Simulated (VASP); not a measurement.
# W (I4/mmm) in VASP: further runs

The runs below take W through single point, with PBE.

All numbers are computed with VASP 6.6.1; they aren't measurements. Logs are shortened: lines on timing, memory, paths and dates and some standing lists are left out, and cuts for length are marked.

**1. The cell of the first run**

It takes space group I4/mmm (No. 139, tetragonal). Conventional cell: a = 3.195 Å, b = 3.195 Å, c = 3.274 Å, α = 90.00°, β = 90.00°, γ = 90.00°. Within 3.7 Å of W (site symmetry 4/mmm) lie 14 W at 2.79 to 3.27 Å.

**2. Single point, PBE (strain +0.000 along x and y, +0.025 along z)**

The input, INCAR:

```
PREC = Accurate ; ENCUT = 520
EDIFF = 1E-7 ; ISMEAR = 0
SIGMA = 0.15 ; LREAL = F
LASPH = T ; NELM = 100
ALGO = Fast ; ISIF = 2
LWAVE = F ; LCHARG = F
GGA = PE ; NBANDS = 13
```

The input, KPOINTS:

```
Automatic mesh
0
Gamma
  20 20 20
```

The input, POSCAR:

```
W
1.0
   -1.5973000000      1.5973000000      1.6372325000
    1.5973000000     -1.5973000000      1.6372325000
    1.5973000000      1.5973000000     -1.6372325000
W
1
Direct
    0.0000000000      0.0000000000      0.0000000000
```

Potentials or basis: VASP PAW PBE potentials, release 64 (W_sv).

Command:

```bash
$ cat potpaw_PBE.64/W_sv/POTCAR > POTCAR
$ mpirun -np 1 vasp_std > vasp.out
```

OUTCAR:

```text
PREC = Accurate
   ENCUT = 520
   EDIFF = 1E-7
   ISMEAR = 0
   LREAL = F
   LASPH = T
   NELM = 100
   ISIF = 2
   GGA = PE

 ion  position               nearest neighbor table
   1  0.000  0.000  0.000-

  LATTYP: Found a body centered tetragonal cell.
 ALAT       =     3.1946000000
 C/A-ratio  =     1.0250000000

  Lattice vectors:

 A1 = (  -1.5973000000,   1.5973000000,   1.6372325000)
 A2 = (   1.5973000000,  -1.5973000000,   1.6372325000)
 A3 = (   1.5973000000,   1.5973000000,  -1.6372325000)

Analysis of symmetry for initial positions (statically):
=====================================================================
 Subroutine PRICEL returns:
 Original cell was already a primitive cell.

 Routine SETGRP: Setting up the symmetry group for a
 body centered tetragonal supercell.

 Subroutine GETGRP returns: Found 16 space group operations
 (whereof 16 operations were pure point group operations)
 out of a pool of 16 trial point group operations.

The static configuration has the point symmetry D_4h.

Analysis of symmetry for dynamics (positions and initial velocities):
=====================================================================
 Subroutine PRICEL returns:
 Original cell was already a primitive cell.

 Routine SETGRP: Setting up the symmetry group for a
 body centered tetragonal supercell.

 Subroutine GETGRP returns: Found 16 space group operations
 (whereof 16 operations were pure point group operations)
 out of a pool of 16 trial point group operations.

The dynamic configuration has the point symmetry D_4h.

 Subroutine INISYM returns: Found 16 space group operations
 (whereof 16 operations are pure point group operations),
 and found     1 'primitive' translations

----------------------------------------------------------------------------------------

                                     Primitive cell

  volume of cell :      16.7087

  direct lattice vectors                    reciprocal lattice vectors
    -1.597300000  1.597300000  1.637232500     0.000000000  0.313028235  0.305393400
     1.597300000 -1.597300000  1.637232500     0.313028235  0.000000000  0.305393400
     1.597300000  1.597300000 -1.637232500     0.313028235  0.313028235  0.000000000

  length of vectors
     2.789850326  2.789850326  2.789850326     0.437323456  0.437323456  0.442688776

  position of ions in fractional coordinates (direct lattice)
     0.000000000  0.000000000  0.000000000
[... 84 lines left out ...]
   POTIM  = 0.5000    time-step for ionic-motion
   TEBEG  =    0.0;   TEEND  =   0.0 temperature during run
   PSTRESS=    0.0 pullay stress
   NELECT =      14.0000    total number of electrons
   NUPDOWN=      -1.0000    fix difference up-down
   EMIN   =  10.00;   EMAX   =-10.00  energy-range for DOS
   EFERMI =   0.00;   METHOD = LEGACY
   ISMEAR =     0;   SIGMA  =   0.15  broadening in eV -4-tet -1-fermi 0-gaus
   EFERMI_NEDOS =   21; number of points for ismear=-14 and -15
   IALGO  =     68    algorithm
   IMIX   =      4    mixing-type and parameters
     AMIX     =   0.40;   BMIX     =  1.00
     AMIX_MAG =   1.60;   BMIX_MAG =  1.00
  volume/ion in A,a.u.               =      16.71       112.76
  Fermi-wavevector in a.u.,A,eV,Ry     =   1.543369  2.916544 32.408906  2.381987
  Thomas-Fermi vector in A             =   2.649041
   LORBIT       =      0    0 simple, 1 ext, 2 COOP (PROOUT), +10 PAW based schemes
   GGA     = PE    functional components
   LHFCALC =     F    Hartree Fock is set to
   AEXX    =    0.0000 exact exchange contribution
   IVDW    =     0    specifies the selected vdW correction
   LEPSILON=     F    determine dielectric tensor
   LRPA    =     F    only Hartree local field effects (RPA)
 non-spin polarized calculation
 RMM-DIIS sequential band-by-band and
 Gauss-broadening in eV      SIGMA  =   0.15
  energy-cutoff  :      520.00
  volume of cell :       16.71
 maximum number of plane-waves:       474
 NGX is ok and might be reduce to    24
   NGX = 11   NGY = 11   NGZ = 11

 number of electron      13.9999999 magnetization

 Free energy of the ion-electron system (eV)
  ---------------------------------------------------
  ext. energy  EPLUGINS =         0.00000000
  ---------------------------------------------------
  free energy    TOTEN  =       -12.93743139 eV

  energy without entropy =      -12.93318657  energy(sigma->0) =      -12.93530898

 E-fermi :  10.7268     XC(G=0): -13.3452

 val. band max:       10.7114660381   @ k =  -0.2000   0.5000   0.2000
 cond. band min:      10.7299215268   @ k =  -0.3000   0.3000   0.3000
 fundamental gap:      0.0184554886
 Fermi energy:        10.7267942237

 k-point     1 :       0.0000    0.0000    0.0000
  band No.  band energies     occupation
      1     -63.5630      2.00000
      2     -27.2030      2.00000
      3     -27.1920      2.00000
      4     -27.1920      2.00000
      5       1.3535      2.00000
      6       9.4554      2.00000
      7       9.4554      2.00000
      8       9.7569      2.00000
      9      12.6249      0.00000
     10      13.0232      0.00000
     11      24.7952      0.00000
     12      25.2496      0.00000
     13      25.2496      0.00000
[... 354 lines left out ...]
  band No.  band energies     occupation
      1     -63.4856      2.00000
      2     -28.0001      2.00000
      3     -27.4500      2.00000
      4     -27.2092      2.00000
      5       4.5318      2.00000
      6       7.9741      2.00000
      7       9.0327      2.00000
      8      12.2866      0.00000
      9      13.3421      0.00000
     10      13.8171      0.00000
     11      23.9506      0.00000
     12      24.2267      0.00000
     13      30.7147      0.00000

 [... further k-points ...]

------------------------ aborting loop because EDIFF is reached ----------------------------------------

  FORCE on cell =-STRESS in cart. coord.  units (eV):
  Direction    XX          YY          ZZ          XY          YZ          ZX
  --------------------------------------------------------------------------------------
  -------------------------------------------------------------------------------------
  Total       -0.7240928     -0.7240928     -1.5016600      0.0000000      0.0000000      0.0000000
  in kB      -69.4322866    -69.4322866   -143.9921616      0.0000000      0.0000000      0.0000000
  external PRESSURE =     -94.2855783 kB  Pullay stress =       0.0000000 kB

 VOLUME and BASIS-vectors are now :
 -----------------------------------------------------------------------------
  energy-cutoff  :      520.00
  volume of cell :       16.71
      direct lattice vectors                 reciprocal lattice vectors
    -1.597300000  1.597300000  1.637232500     0.000000000  0.313028235  0.305393400
     1.597300000 -1.597300000  1.637232500     0.313028235  0.000000000  0.305393400
     1.597300000  1.597300000 -1.637232500     0.313028235  0.313028235  0.000000000

 POSITION                                       TOTAL-FORCE (eV/Angst)
 -----------------------------------------------------------------------------------
      0.00000      0.00000      0.00000         0.000000      0.000000      0.000000
 -----------------------------------------------------------------------------------
    total drift:                                0.000000      0.000000      0.000000

  FREE ENERGIE OF THE ION-ELECTRON SYSTEM (eV)
  ---------------------------------------------------
  free  energy   TOTEN  =       -12.9374313941 eV

  energy  without entropy=      -12.9331865718  energy(sigma->0) =      -12.93530898
```

stdout:

```text
POSCAR found type information on POSCAR W
 POSCAR found :  1 types and       1 ions
 scaLAPACK will be used
 LDA part: xc-table for (Slater+PW92), standard interpolation
 POSCAR, INCAR and KPOINTS ok, starting setup
 FFT: planning ... GRIDC
 FFT: planning ... GRID_SOFT
 FFT: planning ... GRID
 WAVECAR not read
 entering main loop
WARNING in EDDRMM: call to ZHEGV failed, returncode =   6  3     13
```

Run time: 3.3 min. Hardware: 1 thread of Intel Xeon 8259CL, shared host; peak memory 0.25 GiB.

What came out:

```yaml
Free_energy: -12.9374 eV
Pressure: -9.4 GPa
Band_gap_on_the_k_mesh: zero (bands 7 and 8 overlap by 5.70 eV)
```

Caveat: the cell differs from its parent crystal (strain +0.000 along x and y, +0.025 along z); the cell stands under tension; spin-orbit coupling is left out, which moves the levels of the heavy elements.

**3. Single point, PBE (strain +0.025 along x and y, -0.025 along z)**

The input, INCAR:

```
SYSTEM = W
PREC     = Accurate       ! precision mode
ENCUT    = 520            ! plane-wave cutoff, eV
EDIFF    = 1E-6           ! SCF threshold, eV
ISMEAR   = 0              ! smearing method
SIGMA    = 0.15           ! smearing width, eV
LREAL    = .False.        ! projectors in reciprocal space
LASPH    = .True.         ! aspherical terms in the spheres
NELM     = 60             ! most SCF steps
ALGO     = Fast           ! electronic algorithm
ISIF     = 2              ! what is computed and relaxed
LWAVE    = .False.        ! write WAVECAR
LCHARG   = .False.        ! write CHGCAR
GGA      = PE             ! functional
NBANDS   = 13             ! bands
```

The input, KPOINTS:

```
Automatic mesh
0
Gamma
  20 20 20
  0 0 0
```

The input, POSCAR:

```
W
1.0
   -1.6372325000      1.6372325000      1.5573675000
    1.6372325000     -1.6372325000      1.5573675000
    1.6372325000      1.6372325000     -1.5573675000
W
1
Direct
    0.0000000000      0.0000000000      0.0000000000
```

Potentials or basis: VASP PAW PBE potentials, release 64 (W_sv).

Command:

```bash
$ cat potpaw_PBE.64/W_sv/POTCAR > POTCAR
$ mpirun -np 1 vasp_std > vasp.out
```

It took 2.6 min on 1 thread of Intel Xeon 8259CL, shared host; peak memory 0.25 GiB.

The run converged. Its results:

```
Free energy            : -12.9175 eV
Pressure               : -8.9 GPa
Band gap on the k mesh : zero (bands 7 and 8 overlap by 5.85 eV)
```

Stress tensor (GPa, compression positive):
```
-14.09   0.00   0.00
  0.00 -14.09   0.00
  0.00   0.00   1.35
```

Levels at points of the mesh, in eV from the Fermi level:
```csv
k point,band 4,band 5,band 6,band 7,band 8,band 9,band 10,band 11
"(0.00, 0.00, 0.00)",-37.88,-9.36,-1.56,-0.92,-0.92,1.67,2.52,14.09
"(0.50, 0.00, 0.00)",-37.92,-5.95,-3.54,0.64,2.07,3.25,5.69,10.37
"(0.50, 0.50, 0.00)",-37.89,-5.98,-2.88,0.26,1.43,2.63,5.59,10.00
"(0.50, 0.50, 0.50)",-38.57,-5.50,-5.38,4.72,4.72,4.92,7.38,7.38
```

Caveat: the cell differs from its parent crystal (strain +0.025 along x and y, -0.025 along z); the cell stands under tension; spin-orbit coupling is left out, which moves the levels of the heavy elements.
